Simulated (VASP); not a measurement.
# Sb2Au (Fm-3m) in VASP: a series of runs

Runs on Sb2Au. Level: LDA. Tasks: single point.

All numbers are computed with VASP 6.6.1; they aren't measurements. Logs are shortened: lines on timing, memory, paths and dates and some standing lists are left out, and cuts for length are marked.

### 1 The cell of the first run

The structure is cubic, space group Fm-3m (No. 225). Conventional cell: a = 6.679 Å, b = 6.679 Å, c = 6.679 Å, α = 90.00°, β = 90.00°, γ = 90.00°. Sb (site symmetry -43m) has 4 Au at 2.89 Å and 6 Sb at 3.34 Å within 3.8 Å. Au (site symmetry m-3m) has 8 Sb at 2.89 Å within 3.8 Å.

### 2 Single point, LDA (24.83 Å³/atom)

The input, INCAR:

```
PREC     = Accurate       # precision mode
ENCUT    = 520            # plane-wave cutoff, eV
EDIFF    = 1E-7           # SCF threshold, eV
ISMEAR   = -1             # smearing method
SIGMA    = 0.15           # smearing width, eV
LREAL    = F              # projectors in reciprocal space
LASPH    = T              # aspherical terms in the spheres
NELM     = 60             # most SCF steps
ALGO     = Normal         # electronic algorithm
ISIF     = 2              # what is computed and relaxed
LWAVE    = F              # write WAVECAR
LCHARG   = F              # write CHGCAR
GGA      = CA             # functional
NBANDS   = 18             # bands
```

The input, KPOINTS:

```
regular mesh
0
Gamma
  12 12 12
```

The input, POSCAR:

```
Sb2Au
1.0
    0.0000000000      3.3394021890      3.3394021890
    3.3394021890      0.0000000000      3.3394021890
    3.3394021890      3.3394021890      0.0000000000
Sb Au
2 1
Direct
    0.2500000000      0.2500000000      0.2500000000
    0.7500000000      0.7500000000      0.7500000000
    0.0000000000      0.0000000000      0.0000000000
```

Potentials or basis: VASP PAW LDA potentials, release 64 (Sb, Au).

The run is started by

```bash
$ cat potpaw_LDA.64/Sb/POTCAR potpaw_LDA.64/Au/POTCAR > POTCAR
$ mpirun -np 1 vasp_std > vasp.out
```

OUTCAR:

```text
PREC = Accurate
   ENCUT = 520
   EDIFF = 1E-7
   ISMEAR = -1
   LREAL = F
   LASPH = T
   NELM = 60
   ISIF = 2
   GGA = CA

 ion  position               nearest neighbor table
   1  0.250  0.250  0.250-   3 2.89   3 2.89   3 2.89   3 2.89   2 3.34   2 3.34   2 3.34   2 3.34
                             2 3.34   2 3.34
   2  0.750  0.750  0.750-   3 2.89   3 2.89   3 2.89   3 2.89   1 3.34   1 3.34   1 3.34   1 3.34
                             1 3.34   1 3.34
   3  0.000  0.000  0.000-   2 2.89   2 2.89   2 2.89   1 2.89   2 2.89   1 2.89   1 2.89   1 2.89

  LATTYP: Found a face centered cubic cell.
 ALAT       =     6.6788043780

  Lattice vectors:

 A1 = (   0.0000000000,   3.3394021890,   3.3394021890)
 A2 = (   3.3394021890,   0.0000000000,   3.3394021890)
 A3 = (   3.3394021890,   3.3394021890,   0.0000000000)

Analysis of symmetry for initial positions (statically):
=====================================================================
 Subroutine PRICEL returns:
 Original cell was already a primitive cell.

 Routine SETGRP: Setting up the symmetry group for a
 face centered cubic supercell.

 Subroutine GETGRP returns: Found 48 space group operations
 (whereof 48 operations were pure point group operations)
 out of a pool of 48 trial point group operations.

The static configuration has the point symmetry O_h .

Analysis of symmetry for dynamics (positions and initial velocities):
=====================================================================
 Subroutine PRICEL returns:
 Original cell was already a primitive cell.

 Routine SETGRP: Setting up the symmetry group for a
 face centered cubic supercell.

 Subroutine GETGRP returns: Found 48 space group operations
 (whereof 48 operations were pure point group operations)
 out of a pool of 48 trial point group operations.

The dynamic configuration has the point symmetry O_h .

 Subroutine INISYM returns: Found 48 space group operations
 (whereof 48 operations are pure point group operations),
 and found     1 'primitive' translations

----------------------------------------------------------------------------------------

                                     Primitive cell

  volume of cell :      74.4794

  direct lattice vectors                    reciprocal lattice vectors
     0.000000000  3.339402189  3.339402189    -0.149727398  0.149727398  0.149727398
     3.339402189  0.000000000  3.339402189     0.149727398 -0.149727398  0.149727398
     3.339402189  3.339402189  0.000000000     0.149727398  0.149727398 -0.149727398

  length of vectors
     4.722627866  4.722627866  4.722627866     0.259335460  0.259335460  0.259335460

  position of ions in fractional coordinates (direct lattice)
     0.250000000  0.250000000  0.250000000
     0.750000000  0.750000000  0.750000000
     0.000000000  0.000000000  0.000000000

  ion indices of the primitive-cell ions
   primitive index   ion index
                 1           1
                 2           2
                 3           3

----------------------------------------------------------------------------------------

 KPOINTS: regular mesh

Automatic generation of k-mesh.
 Grid dimensions read from file:
 generate k-points for:   12   12   12

 Generating k-lattice:

  Cartesian coordinates                     Fractional coordinates (reciprocal lattice)
    -0.012477283  0.012477283  0.012477283     0.083333333  0.000000000  0.000000000
     0.012477283 -0.012477283  0.012477283     0.000000000  0.083333333  0.000000000
     0.012477283  0.012477283 -0.012477283     0.000000000  0.000000000  0.083333333

  Length of vectors
     0.021611288  0.021611288  0.021611288

  Shift w.r.t. Gamma in fractional coordinates (k-lattice)
     0.000000000  0.000000000  0.000000000

 Subroutine IBZKPT returns following result:
 ===========================================

 Found     72 irreducible k-points:

 Following reciprocal coordinates:
            Coordinates               Weight
  0.000000  0.000000  0.000000      1.000000
  0.083333  0.000000  0.000000      8.000000
  0.166667  0.000000  0.000000      8.000000
  0.250000  0.000000  0.000000      8.000000
  0.333333  0.000000  0.000000      8.000000
  0.416667  0.000000  0.000000      8.000000
[... 16 lines left out ...]
  0.500000  0.166667  0.000000     24.000000
 -0.416667  0.166667  0.000000     24.000000
 [... further k-points ...]
   k-points           NKPTS =     72   k-points in BZ     NKDIM =     72   number of bands    NBANDS=     18
   number of dos      NEDOS =    301   number of ions     NIONS =      3
   total plane-waves  NPLWV =  46656
   dimension x,y,z NGX =    36 NGY =   36 NGZ =   36
   dimension x,y,z NGXF=    72 NGYF=   72 NGZF=   72
   ions per type =               2   1
   NGX,Y,Z   is equivalent  to a cutoff of  12.67, 12.67, 12.67 a.u.
   NGXF,Y,Z  is equivalent  to a cutoff of  25.35, 25.35, 25.35 a.u.
 SYSTEM =  unknown system
   PREC   = accura    normal or accurate (medium, high low for compatibility)
   ISTART =      0    job   : 0-new  1-cont  2-samecut
   ICHARG =      2    charge: 1-file 2-atom 10-const
   ISPIN  =      1    spin polarized calculation?
   LNONCOLLINEAR =      F non collinear calculations
   LSORBIT =      F    spin-orbit coupling
   LASPH  =      T    aspherical Exc in radial PAW
   ENCUT  =  520.0 eV  38.22 Ry    6.18 a.u.   8.78  8.78  8.78*2*pi/ulx,y,z
   NELM   =     60;   NELMIN=  2; NELMDL= -5     # of ELM steps
   EDIFF  = 0.1E-06   stopping-criterion for ELM
   LREAL  =      F    real-space projection
   EDIFFG = 0.1E-05   stopping-criterion for IOM
   NSW    =      0    number of steps for IOM
   IBRION =     -1    ionic relax: 0-MD 1-quasi-New 2-CG
   NFREE  =      0    steps in history (QN), initial steepest desc. (CG)
   ISIF   =      2    stress and relaxation
   ISYM   =      2    0-nonsym 1-usesym 2-fastsym
   POTIM  = 0.5000    time-step for ionic-motion
   TEBEG  =    0.0;   TEEND  =   0.0 temperature during run
   PSTRESS=    0.0 pullay stress
   NELECT =      21.0000    total number of electrons
   NUPDOWN=      -1.0000    fix difference up-down
   EMIN   =  10.00;   EMAX   =-10.00  energy-range for DOS
   EFERMI =   0.00;   METHOD = LEGACY
   ISMEAR =    -1;   SIGMA  =   0.15  broadening in eV -4-tet -1-fermi 0-gaus
   EFERMI_NEDOS =   21; number of points for ismear=-14 and -15
   IALGO  =     38    algorithm
   IMIX   =      4    mixing-type and parameters
     AMIX     =   0.40;   BMIX     =  1.00
     AMIX_MAG =   1.60;   BMIX_MAG =  1.00
  volume/ion in A,a.u.               =      24.83       167.54
  Fermi-wavevector in a.u.,A,eV,Ry     =   1.073501  2.028623 15.679420  1.152405
  Thomas-Fermi vector in A             =   2.209302
   LORBIT       =      0    0 simple, 1 ext, 2 COOP (PROOUT), +10 PAW based schemes
   GGA     = CA    functional components
   LHFCALC =     F    Hartree Fock is set to
   AEXX    =    0.0000 exact exchange contribution
   IVDW    =     0    specifies the selected vdW correction
   LEPSILON=     F    determine dielectric tensor
   LRPA    =     F    only Hartree local field effects (RPA)
 non-spin polarized calculation
  energy-cutoff  :      520.00
  volume of cell :       74.48
 maximum number of plane-waves:      2044
   NGX = 17   NGY = 17   NGZ = 17

 number of electron      21.0000000 magnetization

 Free energy of the ion-electron system (eV)
  ---------------------------------------------------
  ext. energy  EPLUGINS =         0.00000000
  ---------------------------------------------------
  free energy    TOTEN  =       -13.90796466 eV

  energy without entropy =      -13.82199829  energy(sigma->0) =      -13.86498147

 E-fermi :   8.5003     XC(G=0): -10.6038

 val. band max:        8.4793091565   @ k =   0.1667   0.0833   0.0000
 cond. band min:       8.5250689961   @ k =  -0.0833   0.0833   0.0000
 fundamental gap:      0.0457598395
 Fermi energy:         8.5003456224

 k-point     1 :       0.0000    0.0000    0.0000
  band No.  band energies     occupation
      1      -4.4218      2.00000
      2       1.6428      2.00000
      3       1.9360      2.00000
      4       1.9360      2.00000
      5       1.9360      2.00000
      6       3.2150      2.00000
[... 10 lines left out ...]
     17      11.1336      0.00000
     18      14.3686      0.00000

 k-point     2 :       0.0833    0.0000    0.0000
  band No.  band energies     occupation
      1      -4.3533      2.00000
      2       1.0474      2.00000
      3       1.9630      2.00000
      4       1.9630      2.00000
      5       2.5504      2.00000
      6       3.2049      2.00000
[... 10 lines left out ...]
     17      11.6371      0.00000
     18      14.7158      0.00000

 k-point     3 :       0.1667    0.0000    0.0000
  band No.  band energies     occupation
      1      -4.1502      2.00000
      2       0.3688      2.00000
      3       2.0371      2.00000
      4       2.0371      2.00000
      5       3.1824      2.00000
      6       3.1824      2.00000
[... 10 lines left out ...]
     17      13.2179      0.00000
     18      15.5997      0.00000

 k-point     4 :       0.2500    0.0000    0.0000
  band No.  band energies     occupation
      1      -3.8212      2.00000
      2      -0.2740      2.00000
      3       2.1371      2.00000
      4       2.1371      2.00000
      5       3.1677      2.00000
      6       3.1677      2.00000
[... 375 lines left out ...]
      4       2.3388      2.00000
      5       2.8706      2.00000
      6       3.2396      2.00000
[... 10 lines left out ...]
     17      15.6589      0.00000
     18      16.7993      0.00000

 k-point    23 :       0.5000    0.1667    0.0000
  band No.  band energies     occupation
      1      -2.5138      2.00000
      2      -1.6078      2.00000
      3       2.2481      2.00000
      4       2.4071      2.00000
      5       2.6762      2.00000
      6       3.1478      2.00000
[... 10 lines left out ...]
     17      15.4516      0.00000
     18      17.2935      0.00000

 k-point    24 :      -0.4167    0.1667    0.0000
  band No.  band energies     occupation
      1      -2.3727      2.00000
      2      -1.7583      2.00000
      3       2.2204      2.00000
      4       2.4405      2.00000
      5       2.6306      2.00000
      6       3.1515      2.00000
[... 10 lines left out ...]
     17      16.1574      0.00000
     18      17.5620      0.00000

 [... further k-points ...]
[... 5 lines left out ...]
  --------------------------------------------------------------------------------------
  -------------------------------------------------------------------------------------
  Total        0.9666732      0.9666732      0.9666732     -0.0000000     -0.0000000      0.0000000
  in kB       20.7947680     20.7947680     20.7947680     -0.0000000     -0.0000000      0.0000000
  external PRESSURE =      20.7947680 kB  Pullay stress =       0.0000000 kB

 VOLUME and BASIS-vectors are now :
 -----------------------------------------------------------------------------
  energy-cutoff  :      520.00
  volume of cell :       74.48
      direct lattice vectors                 reciprocal lattice vectors
     0.000000000  3.339402189  3.339402189    -0.149727398  0.149727398  0.149727398
     3.339402189  0.000000000  3.339402189     0.149727398 -0.149727398  0.149727398
     3.339402189  3.339402189  0.000000000     0.149727398  0.149727398 -0.149727398

 POSITION                                       TOTAL-FORCE (eV/Angst)
 -----------------------------------------------------------------------------------
      1.66970      1.66970      1.66970         0.000000      0.000000     -0.000000
      5.00910      5.00910      5.00910        -0.000000     -0.000000      0.000000
      0.00000      0.00000      0.00000         0.000000     -0.000000      0.000000
 -----------------------------------------------------------------------------------
    total drift:                               -0.000000      0.000000      0.000000

  FREE ENERGIE OF THE ION-ELECTRON SYSTEM (eV)
  ---------------------------------------------------
  free  energy   TOTEN  =       -13.9079646574 eV

  energy  without entropy=      -13.8219982885  energy(sigma->0) =      -13.86498147
```

Wall time 1.9 min (1 thread of Intel Xeon 6975P-C (Granite Rapids), shared host); peak memory 0.24 GiB.

What came out:

| Property | Result |
| --- | --- |
| Free energy | -13.9080 eV |
| Pressure | 2.1 GPa |
| Band gap on the k mesh | zero (an odd number of electrons rules out a gap without spin polarisation) |

Levels at points of the mesh, in eV from the Fermi level:
| k point | band 8 | band 9 | band 10 | band 11 | band 12 | band 13 |
| --- | --- | --- | --- | --- | --- | --- |
| (0.00, 0.00, 0.00) | -0.26 | -0.26 | -0.26 | 0.57 | 0.57 | 0.57 |
| (0.50, 0.00, 0.00) | -2.38 | -2.31 | -2.31 | -1.49 | 0.24 | 0.24 |
| (0.50, 0.50, 0.00) | -4.54 | -4.54 | -3.67 | 0.44 | 3.64 | 3.64 |

Caveat: spin-orbit coupling is left out, which moves the levels of the heavy elements.

### 3 Single point, LDA

This run uses another cell than the first one, of 25.33 Å³/atom.

The input, INCAR:

```
SYSTEM = Sb2Au
PREC = Accurate ; ENCUT = 520
EDIFF = 1E-6 ; ISMEAR = -1
SIGMA = 0.15 ; LREAL = .FALSE.
LASPH = .TRUE. ; NELM = 60
ALGO = Normal ; ISIF = 2
LWAVE = .FALSE. ; LCHARG = .FALSE.
GGA = CA ; NBANDS = 18
```

The input, KPOINTS:

```
regular mesh
0
G
  12 12 12
  0 0 0
```

The input, POSCAR:

```
Sb2Au
1.0
    0.0000000000      3.3619664018      3.3619664018
    3.3619664018      0.0000000000      3.3619664018
    3.3619664018      3.3619664018      0.0000000000
Sb Au
2 1
Direct
    0.2500000000      0.2500000000      0.2500000000
    0.7500000000      0.7500000000      0.7500000000
    0.0000000000      0.0000000000      0.0000000000
```

Potentials or basis: VASP PAW LDA potentials, release 64 (Sb, Au).

The run is started by

```bash
$ cat potpaw_LDA.64/Sb/POTCAR potpaw_LDA.64/Au/POTCAR > POTCAR
$ mpirun -np 1 vasp_std > vasp.out
```

It took 69 s on 1 thread of Intel Xeon 6975P-C (Granite Rapids), shared host; peak memory 0.24 GiB.

Results (log left out):

```
Free energy            : -13.9188 eV
Pressure               : 0.2 GPa
Band gap on the k mesh : zero (an odd number of electrons rules out a gap without spin polarisation)
```

Levels at points of the mesh, in eV from the Fermi level:
```csv
k point,band 7,band 8,band 9,band 10,band 11,band 12,band 13,band 14
"(0.00, 0.00, 0.00)",-5.16,-0.25,-0.25,-0.25,0.59,0.59,0.59,1.40
"(0.50, 0.00, 0.00)",-5.13,-2.40,-2.23,-2.23,-1.46,0.25,0.25,4.61
"(0.50, 0.50, 0.00)",-5.00,-4.41,-4.41,-3.64,0.48,3.56,3.56,3.81
```

Caveat: spin-orbit coupling is left out, which moves the levels of the heavy elements.

(Part 1 of 2 ends here.)
